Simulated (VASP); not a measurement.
# Si2Ni (I4/mmm) in VASP: single point with PBE

Aim: the single point of Si2Ni with PBE.

All numbers are computed with VASP 6.6.1; they aren't measurements. Logs are shortened: lines on timing, memory, paths and dates and some standing lists are left out, and cuts for length are marked.

## (1) The cell of the first run

The typed cell holds 3 atoms: a = 3.850 Å, b = 3.850 Å, c = 3.850 Å, α = 60.01°, β = 60.00°, γ = 60.00°.

## (2) Single point, PBE

The input, INCAR:

```
SYSTEM = Si2Ni
PREC = Accurate
ENCUT = 520
EDIFF = 1E-6
ISMEAR = 0
SIGMA = 0.15
LREAL = .FALSE.
LASPH = .TRUE.
NELM = 100
ALGO = Normal
ISIF = 2
LWAVE = .FALSE.
LCHARG = .TRUE.
GGA = PE
LELF = .TRUE.
LVHAR = .TRUE.
NBANDS = 16
```

The input, KPOINTS:

```
Automatic mesh
0
G
  10 10 10
  0 0 0
```

The input, POSCAR:

```
Si2Ni
1.0
   -0.0000421371      2.7226781860      2.7226507646
    2.7221491785     -0.0000413823      2.7226179463
    2.7221388840      2.7226335600     -0.0000284294
Si Ni
2 1
Direct
    0.2500048991      0.2500002949      0.2499994018
    0.7499911624      0.7499991699      0.7500045600
    0.0000039385      0.0000005352     -0.0000039618
```

Potentials or basis: VASP PAW PBE potentials, release 64 (Si, Ni).

Launch:

```console
cat potpaw_PBE.64/Si/POTCAR potpaw_PBE.64/Ni/POTCAR > POTCAR
mpirun -np 1 vasp_std > vasp.out
```

OUTCAR:

```text
SYSTEM = Si2Ni
   PREC = Accurate
   ENCUT = 520
   EDIFF = 1E-6
   ISMEAR = 0
   LREAL = .FALSE.
   LASPH = .TRUE.
   NELM = 100
   ISIF = 2
   GGA = PE

 ion  position               nearest neighbor table
   1  0.250  0.250  0.250-   3 2.36   3 2.36   3 2.36   3 2.36   2 2.72   2 2.72   2 2.72   2 2.72
                             2 2.72   2 2.72
   2  0.750  0.750  0.750-   3 2.36   3 2.36   3 2.36   3 2.36   1 2.72   1 2.72   1 2.72   1 2.72
                             1 2.72   1 2.72
   3  0.000  0.000  1.000-   1 2.36   1 2.36   2 2.36   2 2.36   2 2.36   1 2.36   2 2.36   1 2.36

  LATTYP: Found a base centered monoclinic cell.
 ALAT       =     6.6682287267
 B/A-ratio  =     0.5774282478
 C/A-ratio  =     0.5774290572
 COS(beta)  =    -0.5774045071

  Lattice vectors:

 A1 = (  -2.7221491785,   0.0000413823,  -2.7226179463)
 A2 = (  -2.7221388840,  -2.7226335600,   0.0000284294)
 A3 = (  -0.0000421371,   2.7226781860,   2.7226507646)

Analysis of symmetry for initial positions (statically):
=====================================================================
 Subroutine PRICEL returns:
 Original cell was already a primitive cell.

 Routine SETGRP: Setting up the symmetry group for a
 base centered monoclinic supercell.

 Subroutine GETGRP returns: Found  2 space group operations
 (whereof  2 operations were pure point group operations)
 out of a pool of  4 trial point group operations.

The static configuration has the point symmetry C_1h.

Analysis of symmetry for dynamics (positions and initial velocities):
=====================================================================
 Subroutine PRICEL returns:
 Original cell was already a primitive cell.

 Routine SETGRP: Setting up the symmetry group for a
 base centered monoclinic supercell.

 Subroutine GETGRP returns: Found  2 space group operations
 (whereof  2 operations were pure point group operations)
 out of a pool of  4 trial point group operations.

The dynamic configuration has the point symmetry C_1h.

 Subroutine INISYM returns: Found  2 space group operations
 (whereof  2 operations are pure point group operations),
 and found     1 'primitive' translations

----------------------------------------------------------------------------------------

                                     Primitive cell

  volume of cell :      40.3582

  direct lattice vectors                    reciprocal lattice vectors
    -0.000042137  2.722678186  2.722650765    -0.183672357  0.183640903  0.183643524
     2.722149179 -0.000041382  2.722617946     0.183676488 -0.183641199  0.183645891
     2.722138884  2.722633560 -0.000028429     0.183678159  0.183644736 -0.183643743

  length of vectors
     3.850429027  3.850031770  3.850035533     0.318095048  0.318098971  0.318100738

  position of ions in fractional coordinates (direct lattice)
     0.250004899  0.250000295  0.249999402
     0.749991162  0.749999170  0.750004560
     0.000003939  0.000000535  0.999996038

  ion indices of the primitive-cell ions
   primitive index   ion index
                 1           1
                 2           2
                 3           3

----------------------------------------------------------------------------------------

 KPOINTS: Automatic mesh

Automatic generation of k-mesh.
 Grid dimensions read from file:
 generate k-points for:   10   10   10

 Generating k-lattice:

  Cartesian coordinates                     Fractional coordinates (reciprocal lattice)
    -0.018367236  0.018364090  0.018364352     0.100000000 -0.000000000  0.000000000
     0.018367649 -0.018364120  0.018364589     0.000000000  0.100000000 -0.000000000
     0.018367816  0.018364474 -0.018364374     0.000000000  0.000000000  0.100000000

  Length of vectors
     0.031809505  0.031809897  0.031810074

  Shift w.r.t. Gamma in fractional coordinates (k-lattice)
     0.000000000  0.000000000  0.000000000

 Subroutine IBZKPT returns following result:
 ===========================================

 Found    282 irreducible k-points:

 Following reciprocal coordinates:
            Coordinates               Weight
  0.000000  0.000000  0.000000      1.000000
  0.100000 -0.000000  0.000000      2.000000
  0.200000 -0.000000  0.000000      2.000000
  0.300000  0.000000  0.000000      2.000000
  0.400000 -0.000000  0.000000      2.000000
  0.500000  0.000000 -0.000000      1.000000
[... 16 lines left out ...]
 -0.400000  0.200000 -0.000000      4.000000
 -0.300000  0.200000 -0.000000      4.000000
 [... further k-points ...]
   k-points           NKPTS =    282   k-points in BZ     NKDIM =    282   number of bands    NBANDS=     16
   number of dos      NEDOS =    301   number of ions     NIONS =      3
   total plane-waves  NPLWV =  27000
   dimension x,y,z NGX =    30 NGY =   30 NGZ =   30
   dimension x,y,z NGXF=    60 NGYF=   60 NGZF=   60
   ions per type =               2   1
   NGX,Y,Z   is equivalent  to a cutoff of  12.95, 12.95, 12.95 a.u.
   NGXF,Y,Z  is equivalent  to a cutoff of  25.91, 25.91, 25.91 a.u.
 SYSTEM =  Si2Ni
   PREC   = accura    normal or accurate (medium, high low for compatibility)
   ISTART =      0    job   : 0-new  1-cont  2-samecut
   ICHARG =      2    charge: 1-file 2-atom 10-const
   ISPIN  =      1    spin polarized calculation?
   LNONCOLLINEAR =      F non collinear calculations
   LSORBIT =      F    spin-orbit coupling
   LASPH  =      T    aspherical Exc in radial PAW
   ENCUT  =  520.0 eV  38.22 Ry    6.18 a.u.   7.16  7.16  7.16*2*pi/ulx,y,z
   NELM   =    100;   NELMIN=  2; NELMDL= -5     # of ELM steps
   EDIFF  = 0.1E-05   stopping-criterion for ELM
   LREAL  =      F    real-space projection
   EDIFFG = 0.1E-04   stopping-criterion for IOM
   NSW    =      0    number of steps for IOM
   IBRION =     -1    ionic relax: 0-MD 1-quasi-New 2-CG
   NFREE  =      0    steps in history (QN), initial steepest desc. (CG)
   ISIF   =      2    stress and relaxation
   ISYM   =      2    0-nonsym 1-usesym 2-fastsym
   POTIM  = 0.5000    time-step for ionic-motion
   TEBEG  =    0.0;   TEEND  =   0.0 temperature during run
   PSTRESS=    0.0 pullay stress
   NELECT =      18.0000    total number of electrons
   NUPDOWN=      -1.0000    fix difference up-down
   EMIN   =  10.00;   EMAX   =-10.00  energy-range for DOS
   EFERMI =   0.00;   METHOD = LEGACY
   ISMEAR =     0;   SIGMA  =   0.15  broadening in eV -4-tet -1-fermi 0-gaus
   EFERMI_NEDOS =   21; number of points for ismear=-14 and -15
   IALGO  =     38    algorithm
   IMIX   =      4    mixing-type and parameters
     AMIX     =   0.40;   BMIX     =  1.00
     AMIX_MAG =   1.60;   BMIX_MAG =  1.00
  volume/ion in A,a.u.               =      13.45        90.78
  Fermi-wavevector in a.u.,A,eV,Ry     =   1.250801  2.363672 21.286365  1.564504
  Thomas-Fermi vector in A             =   2.384778
   LORBIT       =      0    0 simple, 1 ext, 2 COOP (PROOUT), +10 PAW based schemes
   GGA     = PE    functional components
   LHFCALC =     F    Hartree Fock is set to
   AEXX    =    0.0000 exact exchange contribution
   IVDW    =     0    specifies the selected vdW correction
   LEPSILON=     F    determine dielectric tensor
   LRPA    =     F    only Hartree local field effects (RPA)
 non-spin polarized calculation
 Gauss-broadening in eV      SIGMA  =   0.15
  energy-cutoff  :      520.00
  volume of cell :       40.36
 maximum number of plane-waves:      1106
 NGX is ok and might be reduce to    30
   NGX = 15   NGY = 15   NGZ = 15

 number of electron      17.9999986 magnetization

 Free energy of the ion-electron system (eV)
  ---------------------------------------------------
  ext. energy  EPLUGINS =         0.00000000
  ---------------------------------------------------
  free energy    TOTEN  =       -17.37492630 eV

  energy without entropy =      -17.36380368  energy(sigma->0) =      -17.36936499

 E-fermi :  10.0852     XC(G=0): -11.4880

 val. band max:       10.0518278090   @ k =   0.3000   0.2000   0.0000
 cond. band min:      10.0924696186   @ k =   0.2000   0.2000   0.1000
 fundamental gap:      0.0406418096
 Fermi energy:        10.0851670222

 k-point     1 :       0.0000    0.0000    0.0000
  band No.  band energies     occupation
      1      -3.5109      2.00000
      2       5.0689      2.00000
      3       5.0695      2.00000
      4       5.0695      2.00000
      5       6.7354      2.00000
      6       6.7359      2.00000
[... 8 lines left out ...]
     15      14.8149      0.00000
     16      14.8206      0.00000

 k-point     2 :       0.1000   -0.0000    0.0000
  band No.  band energies     occupation
      1      -3.3651      2.00000
      2       4.7596      2.00000
      3       5.1153      2.00000
      4       5.1156      2.00000
      5       6.7091      2.00000
      6       6.7096      2.00000
[... 8 lines left out ...]
     15      14.3936      0.00000
     16      14.6001      0.00000

 k-point     3 :       0.2000   -0.0000    0.0000
  band No.  band energies     occupation
      1      -2.9313      2.00000
      2       3.9205      2.00000
      3       5.2363      2.00000
      4       5.2365      2.00000
      5       6.6631      2.00000
      6       6.6635      2.00000
[... 8 lines left out ...]
     15      14.9240      0.00000
     16      15.5220      0.00000

 k-point     4 :       0.3000    0.0000    0.0000
  band No.  band energies     occupation
      1      -2.2212      2.00000
      2       2.7139      2.00000
      3       5.3763      2.00000
      4       5.3763      2.00000
      5       6.6792      2.00000
      6       6.6795      2.00000
[... 8 lines left out ...]
     15      16.3368      0.00000
     16      16.9714      0.00000

 k-point     5 :       0.4000   -0.0000    0.0000
  band No.  band energies     occupation
      1      -1.2630      2.00000
      2       1.3498      2.00000
      3       5.4653      2.00000
      4       5.4656      2.00000
      5       6.7053      2.00000
      6       6.8089      2.00000
[... 8 lines left out ...]
     15      18.0119      0.00000
     16      18.5911      0.00000

 k-point     6 :       0.5000    0.0000   -0.0000
  band No.  band energies     occupation
      1      -0.3251      2.00000
      2       0.2571      2.00000
      3       5.4900      2.00000
      4       5.4904      2.00000
      5       6.5228      2.00000
      6       6.9121      2.00000
[... 8 lines left out ...]
     15      19.2853      0.00000
     16      20.0452      0.00000
[... 267 lines left out ...]
 k-point    21 :       0.4000    0.2000   -0.0000
  band No.  band energies     occupation
      1      -1.4338      2.00000
      2       2.5034      2.00000
      3       5.1260      2.00000
      4       5.3786      2.00000
      5       5.7159      2.00000
      6       6.8555      2.00000
[... 8 lines left out ...]
     15      19.4705      0.00000
     16      19.7673      0.00000

 k-point    22 :       0.5000    0.2000    0.0000
  band No.  band energies     occupation
      1      -0.4292      2.00000
      2       1.2700      2.00000
      3       4.7843      2.00000
      4       5.5415      2.00000
      5       5.7007      2.00000
      6       6.7314      2.00000
[... 8 lines left out ...]
     15      19.6548      0.00000
     16      20.1346      0.00000

 k-point    23 :      -0.4000    0.2000   -0.0000
  band No.  band energies     occupation
      1      -0.0639      2.00000
      2       0.8449      2.00000
      3       4.5058      2.00000
      4       5.7087      2.00000
      5       5.8751      2.00000
      6       6.5704      2.00000
[... 8 lines left out ...]
     15      17.9294      0.00000
     16      18.2028      0.00000

 k-point    24 :      -0.3000    0.2000   -0.0000
  band No.  band energies     occupation
      1      -1.1183      2.00000
      2       2.0015      2.00000
      3       4.4690      2.00000
      4       5.8215      2.00000
      5       6.2775      2.00000
      6       6.3150      2.00000
[... 8 lines left out ...]
     15      16.5685      0.00000
     16      18.9916      0.00000

 [... further k-points ...]

------------------------ aborting loop because EDIFF is reached ----------------------------------------

  FORCE on cell =-STRESS in cart. coord.  units (eV):
  Direction    XX          YY          ZZ          XY          YZ          ZX
  --------------------------------------------------------------------------------------
  -------------------------------------------------------------------------------------
  Total       -0.0352568     -0.0371615     -0.0371607      0.0003581      0.0000666      0.0003631
  in kB       -1.3996561     -1.4752704     -1.4752399      0.0142162      0.0026427      0.0144135
  external PRESSURE =      -1.4500555 kB  Pullay stress =       0.0000000 kB

 VOLUME and BASIS-vectors are now :
 -----------------------------------------------------------------------------
  energy-cutoff  :      520.00
  volume of cell :       40.36
      direct lattice vectors                 reciprocal lattice vectors
    -0.000042137  2.722678186  2.722650765    -0.183672357  0.183640903  0.183643524
     2.722149179 -0.000041382  2.722617946     0.183676488 -0.183641199  0.183645891
     2.722138884  2.722633560 -0.000028429     0.183678159  0.183644736 -0.183643743

 POSITION                                       TOTAL-FORCE (eV/Angst)
 -----------------------------------------------------------------------------------
      1.36106      1.36133      1.36132         0.000035      0.000026      0.000026
      4.08319      4.08394      4.08390        -0.000155      0.000090      0.000090
      2.72213      2.72263     -0.00002         0.000120     -0.000116     -0.000116
 -----------------------------------------------------------------------------------
    total drift:                               -0.000116      0.000735     -0.000806

  FREE ENERGIE OF THE ION-ELECTRON SYSTEM (eV)
  ---------------------------------------------------
  free  energy   TOTEN  =       -17.3749262977 eV

  energy  without entropy=      -17.3638036833  energy(sigma->0) =      -17.36936499
```

Run time: 87 s. Hardware: 1 thread of Intel Xeon 6975P-C (Granite Rapids), shared host; peak memory 0.3 GiB.

Results:

| Item | Value |
| --- | --- |
| Free energy | -17.3749 eV |
| Pressure | -0.1 GPa |
| Band gap on the k mesh | zero (bands 9 and 10 overlap by 2.14 eV) |

Spin polarisation is off, so any magnetic state and its effect on volume and gap are missing.
